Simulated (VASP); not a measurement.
# Na16Cu (a cell with a defect) in VASP: single point with PBE

Aim: the single point of Na16Cu (a cell with a defect) with PBE.

Everything below comes from runs of VASP 6.6.1. Logs are shortened: lines on timing, memory, paths and dates and some standing lists are left out, and cuts for length are marked.

### Step 1. The cell of the first run

The cell holds a defect, 17 atoms: a = 8.460 Å, b = 8.460 Å, c = 8.460 Å, α = 90.00°, β = 90.00°, γ = 90.00°.

### Step 2. Single point, PBE

INCAR

```
PREC = Accurate
ENCUT = 520
EDIFF = 1E-6
ISMEAR = 0
SIGMA = 0.15
LREAL = Auto
LASPH = True
NELM = 100
ALGO = Normal
ISIF = 2
LWAVE = False
LCHARG = False
GGA = PE
NBANDS = 76
```

KPOINTS

```
regular mesh
0
Gamma
  2 2 2
```

POSCAR

```
Na16Cu
1.0
    8.4600000000      0.0000000000      0.0000000000
    0.0000000000      8.4600000000      0.0000000000
    0.0000000000      0.0000000000      8.4600000000
Na Cu
16 1
Direct
    0.0427847518     -0.0000215130     -0.0262830969
    0.4564178487     -0.0000083924     -0.0533630024
    0.0204721040      0.4999587470      0.0432185579
   -0.0602901891     -0.0000894799      0.4715159574
    0.2547427896      0.2156235225      0.3066859338
    0.4864894799      0.4999605201      0.0177216312
    0.5311893617     -0.0000731678      0.5300427896
    0.7289653664      0.2262378251      0.2127687943
   -0.0234955083      0.4999819149      0.4756872340
    0.2547549645      0.7842875887      0.3066093381
    0.2447258865      0.3041062648      0.7443907801
    0.5324269504      0.4999873522      0.4987327423
    0.7289502364      0.7736933806      0.2127300236
    0.7801334515      0.2545218676      0.7647959811
    0.2447261229      0.6958835697      0.7443843972
    0.7801355792      0.7453830969      0.7648349882
    0.2148065012      0.0000042553      0.6420367612
```

Potentials or basis: VASP PAW PBE potentials, release 64 (Na_pv, Cu).

Started as:

```
> cat potpaw_PBE.64/Na_pv/POTCAR potpaw_PBE.64/Cu/POTCAR > POTCAR
> mpirun -np 1 vasp_std > vasp.out
```

OUTCAR:

```text
PREC = Accurate
   ENCUT = 520
   EDIFF = 1E-6
   ISMEAR = 0
   LREAL = Auto
   LASPH = True
   NELM = 100
   ISIF = 2
   GGA = PE

 ion  position               nearest neighbor table
   1  0.043  1.000  0.974-
   2  0.456  1.000  0.947-
   3  0.020  0.500  0.043-
   4  0.940  1.000  0.472-  17 2.74
   5  0.255  0.216  0.307-
   6  0.486  0.500  0.018-
   7  0.531  1.000  0.530-
   8  0.729  0.226  0.213-
   9  0.977  0.500  0.476-
  10  0.255  0.784  0.307-
  11  0.245  0.304  0.744-  17 2.73
  12  0.532  0.500  0.499-
  13  0.729  0.774  0.213-
  14  0.780  0.255  0.765-
  15  0.245  0.696  0.744-  17 2.73
  16  0.780  0.745  0.765-
  17  0.215  0.000  0.642-  11 2.73  15 2.73   4 2.74

  LATTYP: Found a simple cubic cell.
 ALAT       =     8.4600000000

  Lattice vectors:

 A1 = (   8.4600000000,   0.0000000000,   0.0000000000)
 A2 = (   0.0000000000,   8.4600000000,   0.0000000000)
 A3 = (   0.0000000000,   0.0000000000,   8.4600000000)

Analysis of symmetry for initial positions (statically):
=====================================================================
 Subroutine PRICEL returns:
 Original cell was already a primitive cell.

 Routine SETGRP: Setting up the symmetry group for a
 simple cubic supercell.

 Subroutine GETGRP returns: Found  1 space group operations
 (whereof  1 operations were pure point group operations)
 out of a pool of 48 trial point group operations.

The static configuration has the point symmetry C_1 .

Analysis of symmetry for dynamics (positions and initial velocities):
=====================================================================
 Subroutine PRICEL returns:
 Original cell was already a primitive cell.

 Routine SETGRP: Setting up the symmetry group for a
 simple cubic supercell.

 Subroutine GETGRP returns: Found  1 space group operations
 (whereof  1 operations were pure point group operations)
 out of a pool of 48 trial point group operations.

The dynamic configuration has the point symmetry C_1 .

 Subroutine INISYM returns: Found  1 space group operations
[... 106 lines left out ...]
   LSORBIT =      F    spin-orbit coupling
   LASPH  =      T    aspherical Exc in radial PAW
   ENCUT  =  520.0 eV  38.22 Ry    6.18 a.u.  15.73 15.73 15.73*2*pi/ulx,y,z
   NELM   =    100;   NELMIN=  2; NELMDL= -5     # of ELM steps
   EDIFF  = 0.1E-05   stopping-criterion for ELM
   LREAL  =      T    real-space projection
   EDIFFG = 0.1E-04   stopping-criterion for IOM
   NSW    =      0    number of steps for IOM
   IBRION =     -1    ionic relax: 0-MD 1-quasi-New 2-CG
   NFREE  =      0    steps in history (QN), initial steepest desc. (CG)
   ISIF   =      2    stress and relaxation
   ISYM   =      2    0-nonsym 1-usesym 2-fastsym
   POTIM  = 0.5000    time-step for ionic-motion
   TEBEG  =    0.0;   TEEND  =   0.0 temperature during run
   PSTRESS=    0.0 pullay stress
   NELECT =     123.0000    total number of electrons
   NUPDOWN=      -1.0000    fix difference up-down
   EMIN   =  10.00;   EMAX   =-10.00  energy-range for DOS
   EFERMI =   0.00;   METHOD = LEGACY
   ISMEAR =     0;   SIGMA  =   0.15  broadening in eV -4-tet -1-fermi 0-gaus
   EFERMI_NEDOS =   21; number of points for ismear=-14 and -15
   IALGO  =     38    algorithm
   IMIX   =      4    mixing-type and parameters
     AMIX     =   0.40;   BMIX     =  1.00
     AMIX_MAG =   1.60;   BMIX_MAG =  1.00
  volume/ion in A,a.u.               =      35.62       240.36
  Fermi-wavevector in a.u.,A,eV,Ry     =   0.962364  1.818605 12.600968  0.926145
  Thomas-Fermi vector in A             =   2.091817
   LORBIT       =      0    0 simple, 1 ext, 2 COOP (PROOUT), +10 PAW based schemes
   GGA     = PE    functional components
   LHFCALC =     F    Hartree Fock is set to
   AEXX    =    0.0000 exact exchange contribution
   IVDW    =     0    specifies the selected vdW correction
   LEPSILON=     F    determine dielectric tensor
   LRPA    =     F    only Hartree local field effects (RPA)
 non-spin polarized calculation
 Gauss-broadening in eV      SIGMA  =   0.15
  energy-cutoff  :      520.00
  volume of cell :      605.50
 maximum number of plane-waves:     16384
 NGX is ok and might be reduce to    64
   NGX = 31   NGY = 31   NGZ = 31

 number of electron     123.0000009 magnetization

 Free energy of the ion-electron system (eV)
  ---------------------------------------------------
  ext. energy  EPLUGINS =         0.00000000
  ---------------------------------------------------
  free energy    TOTEN  =       -23.61834068 eV

  energy without entropy =      -23.46473708  energy(sigma->0) =      -23.54153888

 E-fermi :   0.2678     XC(G=0):  -6.6222

 val. band max:        0.2589531459   @ k =   0.0000   0.5000   0.5000
 cond. band min:       0.2800430413   @ k =   0.5000   0.5000   0.0000
 fundamental gap:      0.0210898954
 Fermi energy:         0.2677530271

 k-point     1 :       0.0000    0.0000    0.0000
  band No.  band energies     occupation
      1     -24.6656      2.00000
      2     -24.6588      2.00000
      3     -24.6499      2.00000
      4     -24.6125      2.00000
      5     -24.6077      2.00000
      6     -24.6067      2.00000
[... 597 lines left out ...]
     72       2.6729      0.00000
     73       2.6937      0.00000
 [bands above 73 left out]

------------------------ aborting loop because EDIFF is reached ----------------------------------------

  FORCE on cell =-STRESS in cart. coord.  units (eV):
  Direction    XX          YY          ZZ          XY          YZ          ZX
  --------------------------------------------------------------------------------------
  -------------------------------------------------------------------------------------
  Total        0.6701758      0.9050926     -0.3823844      0.0004102      0.0004706      0.7600566
  in kB        1.7733245      2.3949283     -1.0118116      0.0010855      0.0012452      2.0111545
  external PRESSURE =       1.0521471 kB  Pullay stress =       0.0000000 kB

 VOLUME and BASIS-vectors are now :
 -----------------------------------------------------------------------------
  energy-cutoff  :      520.00
  volume of cell :      605.50
      direct lattice vectors                 reciprocal lattice vectors
     8.460000000  0.000000000  0.000000000     0.118203310  0.000000000  0.000000000
     0.000000000  8.460000000  0.000000000     0.000000000  0.118203310  0.000000000
     0.000000000  0.000000000  8.460000000     0.000000000  0.000000000  0.118203310

 POSITION                                       TOTAL-FORCE (eV/Angst)
 -----------------------------------------------------------------------------------
      0.36196      8.45982      8.23765        -0.003107      0.000006     -0.003447
      3.86130      8.45993      8.00855        -0.001692     -0.000042      0.002518
      0.17319      4.22965      0.36563         0.002337      0.000019      0.005865
      7.94995      8.45924      3.98902        -0.012240      0.000029      0.009127
      2.15512      1.82418      2.59456         0.001275      0.002231     -0.001238
      4.11570      4.22967      0.14992        -0.010262     -0.000022      0.007848
[... 9 lines left out ...]
      6.59995      6.30594      6.47050        -0.012091     -0.015008      0.005571
      1.81726      0.00004      5.43163         0.036036     -0.000140     -0.027464
 -----------------------------------------------------------------------------------
    total drift:                                0.002774      0.000268     -0.001846

  FREE ENERGIE OF THE ION-ELECTRON SYSTEM (eV)
  ---------------------------------------------------
  free  energy   TOTEN  =       -23.6183406755 eV

  energy  without entropy=      -23.4647370814  energy(sigma->0) =      -23.54153888
```

OSZICAR:

```text
N       E                     dE             d eps       ncg     rms          rms(c)
DAV:   1     0.112530583993E+04    0.11253E+04   -0.62430E+04  1280   0.164E+03
DAV:   2     0.561881417951E+02   -0.10691E+04   -0.10545E+04  1216   0.457E+02
DAV:   3    -0.218060149816E+02   -0.77994E+02   -0.76094E+02  1356   0.161E+02
DAV:   4    -0.241695466701E+02   -0.23635E+01   -0.23471E+01  1320   0.287E+01
DAV:   5    -0.242580401199E+02   -0.88493E-01   -0.88473E-01  1820   0.616E+00    0.428E+00
DAV:   6    -0.237942343906E+02    0.46381E+00   -0.37258E+00  1404   0.111E+01    0.188E+00
DAV:   7    -0.236534630316E+02    0.14077E+00   -0.15098E+00  1360   0.508E+00    0.150E+00
DAV:   8    -0.236195825037E+02    0.33881E-01   -0.21491E-01  1576   0.211E+00    0.330E-01
DAV:   9    -0.236191905154E+02    0.39199E-03   -0.21468E-02  1488   0.671E-01    0.138E-01
DAV:  10    -0.236183160810E+02    0.87443E-03   -0.31684E-03  1472   0.371E-01    0.324E-02
DAV:  11    -0.236183420332E+02   -0.25952E-04   -0.31750E-04  1328   0.692E-02    0.102E-02
DAV:  12    -0.236183416116E+02    0.42161E-06   -0.26664E-05  1352   0.376E-02    0.715E-03
DAV:  13    -0.236183406755E+02    0.93608E-06   -0.89444E-06  1088   0.195E-02
   1 F= -.23618341E+02 E0= -.23541539E+02  d E =-.153604E+00
```

Run time: 4.5 min. Hardware: 1 thread of Intel Xeon Platinum 8488C (Sapphire Rapids), shared host; peak memory 0.65 GiB.

What came out:

```yaml
Free_energy: -23.6183 eV
Pressure: 0.1 GPa
Largest_force: 0.045 eV/Å
Band_gap_on_the_k_mesh: zero (an odd number of electrons rules out a gap without spin polarisation)
```

Forces on the atoms (eV/Å):
```
Na  -0.003  0.000 -0.003
Na  -0.002  0.000  0.003
Na   0.002  0.000  0.006
Na  -0.012  0.000  0.009
Na   0.001  0.002 -0.001
Na  -0.010  0.000  0.008
Na   0.005  0.000 -0.008
Na   0.009 -0.003  0.006
Na  -0.001  0.000 -0.003
Na   0.001 -0.002 -0.001
Na  -0.002 -0.008  0.001
Na  -0.006  0.000 -0.007
Na   0.009  0.003  0.006
Na  -0.012  0.015  0.006
Na  -0.003  0.009  0.001
Na  -0.012 -0.015  0.006
Cu   0.036  0.000 -0.027
```

Stress tensor (GPa, compression positive):
```
 0.18  0.00  0.20
 0.00  0.24  0.00
 0.20  0.00 -0.10
```

Caveat: the k points lie up to 0.37 Å⁻¹ apart, too coarse for converged energies and pressures of a metal.
